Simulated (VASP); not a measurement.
Input of a VASP 6.6.1 run:

The input INCAR:

```
PREC = Accurate ; ENCUT = 520
EDIFF = 1E-6 ; ISMEAR = 0
SIGMA = 0.05 ; LREAL = Auto
LASPH = T ; NELM = 100
ALGO = Normal ; ISIF = 2
LWAVE = F ; LCHARG = F
LDIPOL = T ; IDIPOL = 3
DIPOL = 0.5 0.5 0.500 ; GGA = PE
NBANDS = 81
```

The input KPOINTS:

```
regular mesh
0
Gamma
  7 5 1
```

POSCAR

```
HfO2
1.0
    3.6045556795      0.0000000000      0.0000000000
    0.0000000000      5.0976115282      0.0000000000
    0.0000000000      0.0000000000     24.0113891987
Hf O
6 12
Direct
    0.5000000000      0.5000000000      0.3220104622
    0.0000000000      0.0000000000      0.3764967319
    0.5000000000      0.5000000000      0.4686685034
    0.0000000000      0.0000000000      0.5313315662
    0.5000000000      0.5000000000      0.6235032374
    0.0000000000      0.0000000000      0.6779895231
    0.0000000000      0.7394232554      0.3097523932
    0.0000000000      0.2605767446      0.3097523932
    0.5000000000      0.2462390269      0.3865503738
    0.5000000000      0.7537609731      0.3865503738
    0.0000000000      0.7480827131      0.4619670106
    0.0000000000      0.2519172869      0.4619670106
    0.5000000000      0.2480827142      0.5380330259
    0.5000000000      0.7519172858      0.5380330259
    0.0000000000      0.7462390331      0.6134496015
    0.0000000000      0.2537609669      0.6134496015
    0.5000000000      0.2394232713      0.6902475830
    0.5000000000      0.7605767287      0.6902475830
```

Potentials or basis: VASP PAW PBE potentials, release 64 (Hf_pv, O).

The run is started by

```console
$ cat potpaw_PBE.64/Hf_pv/POTCAR potpaw_PBE.64/O/POTCAR > POTCAR
$ mpirun -np 1 vasp_std > vasp.out
```

(1) Estimate the band gap on the k mesh.

(2) What does it give for the largest force?

Results:

(1) 3.23 eV, indirect (least direct gap 3.27 eV).

(2) 0.173 eV/Å.

Caveat: spin-orbit coupling is left out, which moves the levels of the heavy elements.
